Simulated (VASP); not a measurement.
# Ga4RuPt (F-43m) in VASP: a series of runs

Ga4RuPt is run at these levels: PBE; tasks: relaxation of cell and atoms, single point.

All numbers are computed with VASP 6.6.1; they aren't measurements. Logs are shortened: lines on timing, memory, paths and dates and some standing lists are left out, and cuts for length are marked.

## 1. The cell of the first run

It takes space group F-43m (No. 216, cubic). Conventional cell: a = 7.360 Å, b = 7.360 Å, c = 7.360 Å, α = 90.00°, β = 90.00°, γ = 90.00°. Within 3.4 Å of Ga (site symmetry 3m) lie 6 Ga at 2.59 to 2.62 Å and 3 Ru at 3.05 Å and 3 Pt at 3.05 Å. Ru (site symmetry -43m) has 12 Ga at 3.05 Å and 4 Pt at 3.19 Å within 4.0 Å. Within 4.0 Å of Pt (site symmetry -43m) lie 12 Ga at 3.05 Å and 4 Ru at 3.19 Å.

The cell was generated, and may not be a known phase.

## 2. Relaxation of cell and atoms, PBE

File INCAR:

```
PREC = Accurate
ENCUT = 600
EDIFF = 1E-6
ISMEAR = 0
SIGMA = 0.1
LREAL = F
LASPH = T
NELM = 60
ALGO = Normal
ISIF = 3
LWAVE = F
LCHARG = F
GGA = PE
IBRION = 2
NSW = 90
EDIFFG = -0.04
```

File KPOINTS:

```
regular mesh
0
Gamma
  4 4 4
```

File POSCAR:

```
Ga4RuPt
1.0
    0.0000000000      3.6798533500      3.6798533500
    3.6798533500      0.0000000000      3.6798533500
    3.6798533500      3.6798533500      0.0000000000
Ga Ru Pt
4 1 1
Direct
    0.8769740200      0.3743419900      0.3743419900
    0.3743419900      0.3743419900      0.3743419900
    0.3743419900      0.8769740200      0.3743419900
    0.3743419900      0.3743419900      0.8769740200
    0.0000000000      0.0000000000      0.0000000000
    0.7500000000      0.7500000000      0.7500000000
```

Potentials or basis: VASP PAW PBE potentials, release 64 (Ga_d, Ru_pv, Pt).

On the command line:

```bash
> cat potpaw_PBE.64/Ga_d/POTCAR potpaw_PBE.64/Ru_pv/POTCAR potpaw_PBE.64/Pt/POTCAR > POTCAR
> mpirun -np 1 vasp_std > vasp.out
```

OUTCAR:

```text
PREC = Accurate
   ENCUT = 600
   EDIFF = 1E-6
   ISMEAR = 0
   LREAL = F
   LASPH = T
   NELM = 60
   ISIF = 3
   GGA = PE
   IBRION = 2
   NSW = 90
   EDIFFG = -0.04

 ion  position               nearest neighbor table
   1  0.877  0.374  0.374-   2 2.59   3 2.59   4 2.59   3 2.62   4 2.62   2 2.62   5 3.05   5 3.05
                             5 3.05   6 3.05   6 3.05   6 3.05
   2  0.374  0.374  0.374-   1 2.59   3 2.59   4 2.59   1 2.62   3 2.62   4 2.62   5 3.05   5 3.05
                             5 3.05   6 3.05   6 3.05   6 3.05
   3  0.374  0.877  0.374-   1 2.59   2 2.59   4 2.59   1 2.62   4 2.62   2 2.62   5 3.05   5 3.05
                             5 3.05   6 3.05   6 3.05   6 3.05
   4  0.374  0.374  0.877-   1 2.59   2 2.59   3 2.59   3 2.62   1 2.62   2 2.62   5 3.05   5 3.05
                             5 3.05   6 3.05   6 3.05   6 3.05
   5  0.000  0.000  0.000-   1 3.05   3 3.05   4 3.05   2 3.05   2 3.05   2 3.05   4 3.05   4 3.05
                             3 3.05   1 3.05   3 3.05   1 3.05   6 3.19   6 3.19   6 3.19   6 3.19
   6  0.750  0.750  0.750-   3 3.05   4 3.05   1 3.05   4 3.05   1 3.05   3 3.05   2 3.05   2 3.05
                             2 3.05   1 3.05   3 3.05   4 3.05   5 3.19   5 3.19   5 3.19   5 3.19

  LATTYP: Found a face centered cubic cell.
 ALAT       =     7.3597067000

  Lattice vectors:

 A1 = (   0.0000000000,   3.6798533500,   3.6798533500)
 A2 = (   3.6798533500,   0.0000000000,   3.6798533500)
 A3 = (   3.6798533500,   3.6798533500,   0.0000000000)

Analysis of symmetry for initial positions (statically):
=====================================================================
 Subroutine PRICEL returns:
 Original cell was already a primitive cell.

 Routine SETGRP: Setting up the symmetry group for a
 face centered cubic supercell.

 Subroutine GETGRP returns: Found 24 space group operations
 (whereof 24 operations were pure point group operations)
 out of a pool of 48 trial point group operations.

The static configuration has the point symmetry T_d .

Analysis of symmetry for dynamics (positions and initial velocities):
=====================================================================
 Subroutine PRICEL returns:
 Original cell was already a primitive cell.

 Routine SETGRP: Setting up the symmetry group for a
 face centered cubic supercell.

 Subroutine GETGRP returns: Found 24 space group operations
 (whereof 24 operations were pure point group operations)
 out of a pool of 48 trial point group operations.

The dynamic configuration has the point symmetry T_d .

 Subroutine INISYM returns: Found 24 space group operations
 (whereof 24 operations are pure point group operations),
 and found     1 'primitive' translations

----------------------------------------------------------------------------------------

                                     Primitive cell

  volume of cell :      99.6601

  direct lattice vectors                    reciprocal lattice vectors
     0.000000000  3.679853350  3.679853350    -0.135874980  0.135874980  0.135874980
     3.679853350  0.000000000  3.679853350     0.135874980 -0.135874980  0.135874980
     3.679853350  3.679853350  0.000000000     0.135874980  0.135874980 -0.135874980

  length of vectors
     5.204098515  5.204098515  5.204098515     0.235342369  0.235342369  0.235342369

  position of ions in fractional coordinates (direct lattice)
     0.876974020  0.374341990  0.374341990
     0.374341990  0.374341990  0.374341990
     0.374341990  0.876974020  0.374341990
     0.374341990  0.374341990  0.876974020
     0.000000000  0.000000000  0.000000000
     0.750000000  0.750000000  0.750000000

  ion indices of the primitive-cell ions
   primitive index   ion index
                 1           1
                 2           2
                 3           3
                 4           4
                 5           5
                 6           6

----------------------------------------------------------------------------------------

 KPOINTS: regular mesh

Automatic generation of k-mesh.
 Grid dimensions read from file:
 generate k-points for:    4    4    4

 Generating k-lattice:

  Cartesian coordinates                     Fractional coordinates (reciprocal lattice)
    -0.033968745  0.033968745  0.033968745     0.250000000  0.000000000  0.000000000
     0.033968745 -0.033968745  0.033968745     0.000000000  0.250000000  0.000000000
     0.033968745  0.033968745 -0.033968745     0.000000000  0.000000000  0.250000000

  Length of vectors
     0.058835592  0.058835592  0.058835592

  Shift w.r.t. Gamma in fractional coordinates (k-lattice)
     0.000000000  0.000000000  0.000000000

 Subroutine IBZKPT returns following result:
 ===========================================

 Found      8 irreducible k-points:

 Following reciprocal coordinates:
            Coordinates               Weight
  0.000000  0.000000  0.000000      1.000000
  0.250000  0.000000  0.000000      8.000000
  0.500000  0.000000  0.000000      4.000000
  0.250000  0.250000  0.000000      6.000000
  0.500000  0.250000  0.000000     24.000000
 -0.250000  0.250000  0.000000     12.000000
  0.500000  0.500000  0.000000      3.000000
 -0.250000  0.500000  0.250000      6.000000
   k-points           NKPTS =      8   k-points in BZ     NKDIM =      8   number of bands    NBANDS=     45
   number of dos      NEDOS =    301   number of ions     NIONS =      6
   total plane-waves  NPLWV =  74088
   dimension x,y,z NGX =    42 NGY =   42 NGZ =   42
   dimension x,y,z NGXF=    84 NGYF=   84 NGZF=   84
   ions per type =               4   1   1
   NGX,Y,Z   is equivalent  to a cutoff of  13.42, 13.42, 13.42 a.u.
   NGXF,Y,Z  is equivalent  to a cutoff of  26.83, 26.83, 26.83 a.u.
 SYSTEM =  unknown system
   PREC   = accura    normal or accurate (medium, high low for compatibility)
   ISTART =      0    job   : 0-new  1-cont  2-samecut
   ICHARG =      2    charge: 1-file 2-atom 10-const
   ISPIN  =      1    spin polarized calculation?
   LNONCOLLINEAR =      F non collinear calculations
   LSORBIT =      F    spin-orbit coupling
   LASPH  =      T    aspherical Exc in radial PAW
   ENCUT  =  600.0 eV  44.10 Ry    6.64 a.u.  10.39 10.39 10.39*2*pi/ulx,y,z
   NELM   =     60;   NELMIN=  2; NELMDL= -5     # of ELM steps
   EDIFF  = 0.1E-05   stopping-criterion for ELM
   LREAL  =      F    real-space projection
   EDIFFG = -.4E-01   stopping-criterion for IOM
   NSW    =     90    number of steps for IOM
   IBRION =      2    ionic relax: 0-MD 1-quasi-New 2-CG
   NFREE  =      1    steps in history (QN), initial steepest desc. (CG)
   ISIF   =      3    stress and relaxation
   ISYM   =      2    0-nonsym 1-usesym 2-fastsym
   POTIM  = 0.5000    time-step for ionic-motion
   TEBEG  =    0.0;   TEEND  =   0.0 temperature during run
   PSTRESS=    0.0 pullay stress
   NELECT =      76.0000    total number of electrons
   NUPDOWN=      -1.0000    fix difference up-down
   EMIN   =  10.00;   EMAX   =-10.00  energy-range for DOS
   EFERMI =   0.00;   METHOD = LEGACY
   ISMEAR =     0;   SIGMA  =   0.10  broadening in eV -4-tet -1-fermi 0-gaus
   EFERMI_NEDOS =   21; number of points for ismear=-14 and -15
   IALGO  =     38    algorithm
   IMIX   =      4    mixing-type and parameters
     AMIX     =   0.40;   BMIX     =  1.00
     AMIX_MAG =   1.60;   BMIX_MAG =  1.00
  volume/ion in A,a.u.               =      16.61       112.09
  Fermi-wavevector in a.u.,A,eV,Ry     =   1.495681  2.826426 30.437054  2.237060
  Thomas-Fermi vector in A             =   2.607794
   LORBIT       =      0    0 simple, 1 ext, 2 COOP (PROOUT), +10 PAW based schemes
   GGA     = PE    functional components
   LHFCALC =     F    Hartree Fock is set to
   AEXX    =    0.0000 exact exchange contribution
   IVDW    =     0    specifies the selected vdW correction
   LEPSILON=     F    determine dielectric tensor
   LRPA    =     F    only Hartree local field effects (RPA)
 conjugate gradient relaxation of ions
 non-spin polarized calculation
 Gauss-broadening in eV      SIGMA  =   0.10
  energy-cutoff  :      600.00
  volume of cell :       99.66
 maximum number of plane-waves:      3383
 NGX is ok and might be reduce to    42
   NGX = 21   NGY = 21   NGZ = 21

--------------------------------------- Ionic step        1  -------------------------------------------

 number of electron      75.9999981 magnetization

 Free energy of the ion-electron system (eV)
  ---------------------------------------------------
  ext. energy  EPLUGINS =         0.00000000
  ---------------------------------------------------
  free energy    TOTEN  =       -25.15476138 eV

  energy without entropy =      -25.12158918  energy(sigma->0) =      -25.13817528

------------------------ aborting loop because EDIFF is reached ----------------------------------------

  FORCE on cell =-STRESS in cart. coord.  units (eV):
  Direction    XX          YY          ZZ          XY          YZ          ZX
  --------------------------------------------------------------------------------------
  -------------------------------------------------------------------------------------
  Total       -4.1344934     -4.1344934     -4.1344934      0.0000000      0.0000000      0.0000000
  in kB      -66.4678073    -66.4678073    -66.4678073      0.0000000      0.0000000      0.0000000
  external PRESSURE =     -66.4678073 kB  Pullay stress =       0.0000000 kB

 VOLUME and BASIS-vectors are now :
 -----------------------------------------------------------------------------
  energy-cutoff  :      600.00
  volume of cell :       99.66
      direct lattice vectors                 reciprocal lattice vectors
     0.000000000  3.679853350  3.679853350    -0.135874980  0.135874980  0.135874980
     3.679853350  0.000000000  3.679853350     0.135874980 -0.135874980  0.135874980
     3.679853350  3.679853350  0.000000000     0.135874980  0.135874980 -0.135874980
[... 41 lines left out ...]
 POSITION                                       TOTAL-FORCE (eV/Angst)
 -----------------------------------------------------------------------------------
      2.66901      4.44604      4.44604        -0.049850      0.049850      0.049850
      2.66901      2.66901      2.66901        -0.049850     -0.049850     -0.049850
      4.44604      2.66901      4.44604         0.049850     -0.049850      0.049850
      4.44604      4.44604      2.66901         0.049850      0.049850     -0.049850
      7.11505      7.11505      7.11505        -0.000000     -0.000000      0.000000
      5.33629      5.33629      5.33629        -0.000000      0.000000     -0.000000
 -----------------------------------------------------------------------------------
    total drift:                                0.000016      0.000016      0.000016

  FREE ENERGIE OF THE ION-ELECTRON SYSTEM (eV)
  ---------------------------------------------------
  free  energy   TOTEN  =       -25.2760870820 eV

  energy  without entropy=      -25.2393293407  energy(sigma->0) =      -25.25770821

--------------------------------------- Ionic step        3  -------------------------------------------

 number of electron      76.0000032 magnetization

 Free energy of the ion-electron system (eV)
  ---------------------------------------------------
  ext. energy  EPLUGINS =         0.00000000
  ---------------------------------------------------
  free energy    TOTEN  =       -25.30939780 eV

  energy without entropy =      -25.27425348  energy(sigma->0) =      -25.29182564

 E-fermi :   8.6131     XC(G=0): -12.4638

 val. band max:        8.5639668594   @ k =  -0.2500   0.2500   0.0000
 cond. band min:       8.6164958260   @ k =   0.2500   0.0000   0.0000
 fundamental gap:      0.0525289665
 Fermi energy:         8.6131199870

 k-point     1 :       0.0000    0.0000    0.0000
  band No.  band energies     occupation
      1     -33.4615      2.00000
      2     -33.4615      2.00000
      3     -33.4615      2.00000
      4      -7.6771      2.00000
      5      -7.3033      2.00000
      6      -7.3033      2.00000
[... 395 lines left out ...]
 POSITION                                       TOTAL-FORCE (eV/Angst)
 -----------------------------------------------------------------------------------
      2.69494      4.49390      4.49390         0.008757     -0.008757     -0.008757
      2.69494      2.69494      2.69494         0.008757      0.008757      0.008757
      4.49390      2.69494      4.49390        -0.008757      0.008757     -0.008757
      4.49390      4.49390      2.69494        -0.008757     -0.008757      0.008757
      0.00000      0.00000      0.00000        -0.000000     -0.000000     -0.000000
      5.39163      5.39163      5.39163        -0.000000     -0.000000     -0.000000
 -----------------------------------------------------------------------------------
    total drift:                                0.000017      0.000017      0.000016

  FREE ENERGIE OF THE ION-ELECTRON SYSTEM (eV)
  ---------------------------------------------------
  free  energy   TOTEN  =       -25.3093978005 eV

  energy  without entropy=      -25.2742534839  energy(sigma->0) =      -25.29182564

 reached required accuracy - stopping structural energy minimisation
```

Run time: 3.2 min. Hardware: 1 thread of AMD EPYC 7R43 (Zen 3), shared host; peak memory 0.24 GiB.

Results:

| Item | Value |
| --- | --- |
| Free energy | -25.3094 eV |
| Relaxed volume | 15.48 Å³/atom |
| Relaxed cell | a = 5.083 Å, b = 5.083 Å, c = 5.083 Å, α = 60.00°, β = 60.00°, γ = 60.00° |
| Space group after relaxing (to 0.1 Å) | F-43m (No. 216) |
| Energy gained by relaxing | 25.8 meV/atom |
| Ionic steps | 3 |
| Pressure after relaxing | 0.0 GPa |
| Largest force after relaxing | 0.015 eV/Å |
| Band gap on the k mesh | zero (bands 38 and 39 overlap by 0.59 eV) |

Forces on the atoms (eV/Å):
```
Ga   0.009 -0.009 -0.009
Ga   0.009  0.009  0.009
Ga  -0.009  0.009 -0.009
Ga  -0.009 -0.009  0.009
Ru   0.000  0.000  0.000
Pt   0.000  0.000  0.000
```

The path:
| step | energy change (eV) | largest force (eV/Å) | pressure (GPa) | volume (Å³) |
| --- | --- | --- | --- | --- |
| 1 | 0.0000 | 0.2060 | -6.65 | 99.66 |
| 2 | -0.1213 | 0.0863 | 3.82 | 90.05 |
| 3 | -0.1546 | 0.0152 | 0.01 | 92.88 |

Final structure:
```yaml
crystal:
  lattice:
    - [0.00000, 3.59442, 3.59442]
    - [3.59442, 0.00000, 3.59442]
    - [3.59442, 3.59442, 0.00000]
  atoms:
    - { symbol: Ga, position: [0.87536, 0.37488, 0.37488] }
    - { symbol: Ga, position: [0.37488, 0.37488, 0.37488] }
    - { symbol: Ga, position: [0.37488, 0.87536, 0.37488] }
    - { symbol: Ga, position: [0.37488, 0.37488, 0.87536] }
    - { symbol: Ru, position: [0.00000, 0.00000, 0.00000] }
    - { symbol: Pt, position: [0.75000, 0.75000, 0.75000] }
```

Levels at points of the mesh, in eV from the Fermi level:
```
           k point  band 35  band 36  band 37  band 38  band 39  band 40  band 41  band 42
(0.00, 0.00, 0.00)    -0.92    -0.62    -0.51    -0.51    -0.51     1.35     1.35     1.35
(0.50, 0.00, 0.00)    -1.28    -0.88    -0.41    -0.41     0.57     0.57     1.80     3.20
(0.50, 0.50, 0.00)    -1.24    -1.15    -1.15    -0.80     0.02     3.67     4.00     4.00
```

Caveat: the k points lie up to 0.38 Å⁻¹ apart in the final cell, too coarse for converged energies and pressures of a metal; spin-orbit coupling is left out, which moves the levels of the heavy elements.

## 3. Single point, PBE, collinear spin, ferromagnetic start

This run uses another cell than the first one, of 15.48 Å³/atom.

File INCAR:

```
  PREC = Accurate
  ENCUT = 520
  EDIFF = 1E-6
  ISMEAR = 0
  SIGMA = 0.1
  LREAL = F
  LASPH = T
  NELM = 150
  ALGO = Normal
  ISIF = 2
  LWAVE = F
  LCHARG = F
  ISPIN = 2
  MAGMOM = 0 0 0 0 1 0
  LORBIT = 11
  LMAXMIX = 4
  GGA = PE
  NBANDS = 51
```

KPOINTS is that of step 2.

File POSCAR:

```
Ga4RuPt
1.0
    0.0000000000      3.5941598978      3.5941598978
    3.5941598978      0.0000000000      3.5941598978
    3.5941598978      3.5941598978      0.0000000000
Ga Ru Pt
4 1 1
Direct
    0.6250847173      0.6250847173      0.1247458480
    0.6250847173      0.1247458480      0.6250847173
    0.1247458480      0.6250847173      0.6250847173
    0.6250847173      0.6250847173      0.6250847173
    0.0000000000      0.0000000000      0.0000000000
    0.2500000000      0.2500000000      0.2500000000
```

Potentials or basis: VASP PAW PBE potentials, release 64 (Ga_d, Ru_pv, Pt).

On the command line:

```bash
> cat potpaw_PBE.64/Ga_d/POTCAR potpaw_PBE.64/Ru_pv/POTCAR potpaw_PBE.64/Pt/POTCAR > POTCAR
> mpirun -np 1 vasp_std > vasp.out
```

Wall time 2.7 min (1 thread of AMD EPYC 7R43 (Zen 3), shared host); peak memory 0.28 GiB.

The run converged. Its results:

```
Free energy                                           : -25.3074 eV
Pressure                                              : 0.1 GPa
Band gap on the k mesh                                : zero (filled and empty bands overlap)
Net moment                                            : 0.00 μB per cell
Valence electrons inside the program's atomic spheres : Ga 11.71; Ru 12.41; Pt 9.10
```

Levels at points of the mesh, in eV from the Fermi level:
Spin up:
```
           k point  band 36  band 37  band 38  band 39  band 40  band 41
(0.00, 0.00, 0.00)    -0.62    -0.51    -0.51    -0.51     1.35     1.35
(0.50, 0.00, 0.00)    -0.88    -0.41    -0.41     0.57     0.57     1.80
(0.50, 0.50, 0.00)    -1.15    -1.15    -0.80     0.02     3.67     4.00
```
Spin down:
| k point | band 34 | band 35 | band 36 | band 37 | band 38 | band 39 | band 40 | band 41 | band 42 | band 43 |
| --- | --- | --- | --- | --- | --- | --- | --- | --- | --- | --- |
| (0.00, 0.00, 0.00) | -0.92 | -0.92 | -0.62 | -0.51 | -0.51 | -0.51 | 1.35 | 1.35 | 1.35 | 3.75 |
| (0.50, 0.00, 0.00) | -1.28 | -1.28 | -0.88 | -0.41 | -0.41 | 0.57 | 0.57 | 1.80 | 3.20 | 3.93 |
| (0.50, 0.50, 0.00) | -1.85 | -1.24 | -1.15 | -1.15 | -0.80 | 0.02 | 3.67 | 4.00 | 4.00 | 4.55 |

Caveat: the k points lie up to 0.38 Å⁻¹ apart, too coarse for converged energies and pressures of a metal; spin-orbit coupling is left out, which moves the levels of the heavy elements.

(Continued in part 2 of 2.)

The gap in the log of VASP goes by the Fermi energy; the results here count the filled bands.